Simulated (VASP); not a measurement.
Here is a VASP 6.6.1 calculation.

File INCAR:

```
  ALGO = Normal
  EDIFF = 1E-6
  ENCUT = 400
  GGA = PE
  GGA_COMPAT = False
  ISIF = 2
  ISMEAR = -1
  IVDW = 12
  LASPH = True
  LCHARG = True
  LELF = True
  LREAL = False
  LVHAR = True
  LWAVE = False
  NBANDS = 70
  NELM = 120
  PREC = Accurate
  SIGMA = 0.05
```

File KPOINTS:

```
k-points
0
Gamma
  1 1 1
```

POSCAR

```
Cl
1.0
    8.1432530000      0.0000000000      0.0000000000
    0.0000000000      8.1432530000      0.0000000000
    0.0000000000      0.0000000000      8.1432530000
Cl
16
Direct
    0.4577088919      0.5215376813      0.1083566138
    0.6380018649      0.3676812765      0.0275056359
   -0.0185423522     -0.0338879597      0.9541240099
   -0.0312408436      0.2219471913      0.9507908351
    0.9828509561      0.6070965043      0.9401742227
    0.8926717745      0.6456126633      0.7052859325
    0.3822071207      1.0288637314      0.7084186053
    0.3901930883      0.7728208856      0.7181944002
    0.7757785603      0.8396428365      0.4872957113
    0.7288582047      0.8354969793      0.2451140879
    0.3923531021      0.4181402904      0.7047996205
    0.2927525798      0.4334316312      0.4793657903
    0.9444558986      0.2311726416      0.5973295563
    0.9448958275      0.2433064561      0.3403337775
    0.3618124459      0.0271735135      0.3344429878
    0.3737551803      0.0266041776      0.0785508131
```

Potentials or basis: VASP PAW PBE potentials, release 64 (Cl).

Launch:

```console
$ cat potpaw_PBE.64/Cl/POTCAR > POTCAR
$ mpirun -np 1 vasp_gam > vasp.out
```

Estimate the largest force.

0.576 eV/Å.

What does it give for the pressure?

-1.5 GPa.

Forces in eV/Å, atoms in the order of the input:
```
Cl   0.211 -0.339 -0.258
Cl  -0.405  0.343  0.224
Cl  -0.095  0.050 -0.019
Cl   0.018 -0.003  0.024
Cl  -0.061  0.043 -0.105
Cl   0.093 -0.002  0.174
Cl  -0.009 -0.031  0.033
Cl   0.000  0.034  0.014
Cl  -0.108 -0.024 -0.280
Cl   0.121 -0.109  0.225
Cl  -0.116  0.049 -0.151
Cl   0.153  0.002  0.154
Cl   0.036  0.024 -0.386
Cl   0.031 -0.054  0.264
Cl   0.075 -0.008 -0.173
Cl   0.056  0.026  0.261
```

Caveat: the k points lie up to 0.77 Å⁻¹ apart.
